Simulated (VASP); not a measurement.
Wanted: the native input for a VASP 6.6.1 run.

```yaml
Task: single point
Functional: LDA
Potentials_or_basis: VASP PAW LDA potentials, release 64 (Zr_sv)
Cutoff: 520 eV
k_mesh: 6 × 6 × 4
Occupations: gaussian, width 0.1 eV
Spin: no spin polarisation
Dipole_correction: no
Further_INCAR_settings: ALGO = Normal; EDIFF = 1e-06; NBANDS = 19
```

The structure of Zr lies in POSCAR:

```
Zr
1.0
    3.2392314100      0.0000000000      0.0000000000
   -1.6196157100      2.8052566900      0.0000000000
    0.0000000000      0.0000000000      5.1722200000
Zr
2
Direct
    0.3333333300      0.6666666700      0.2500000000
    0.6666666700      0.3333333300      0.7500000000
```

One way to write it, as run:

INCAR

```
SYSTEM = Zr
  ALGO = Normal
  EDIFF = 1E-6
  ENCUT = 520
  ISIF = 2
  ISMEAR = 0
  LASPH = .True.
  LCHARG = .True.
  LELF = .True.
  LREAL = .False.
  LVHAR = .True.
  LWAVE = .False.
  NBANDS = 19
  NELM = 80
  PREC = Accurate
  SIGMA = 0.1
```

KPOINTS

```
k-points
0
Gamma
  6 6 4
  0 0 0
```

Potentials or basis: VASP PAW LDA potentials, release 64 (Zr_sv).

Launch:

```sh
$ cat potpaw_LDA.64/Zr_sv/POTCAR > POTCAR
$ mpirun -np 1 vasp_std > vasp.out
```

It gave:

| Quantity | Value |
| --- | --- |
| Pressure | -7.0 GPa |
| Band gap on the k mesh | zero (band 12 reaches 9.53 eV, above the bottom of band 13 at 8.68 eV) |

Caveat: the k points lie up to 0.37 Å⁻¹ apart.

Run time: 9.5 s on 1 thread of Intel(R) Xeon(R) Platinum 8488C (Sapphire Rapids) (shared host), peak memory 0.14 GiB.
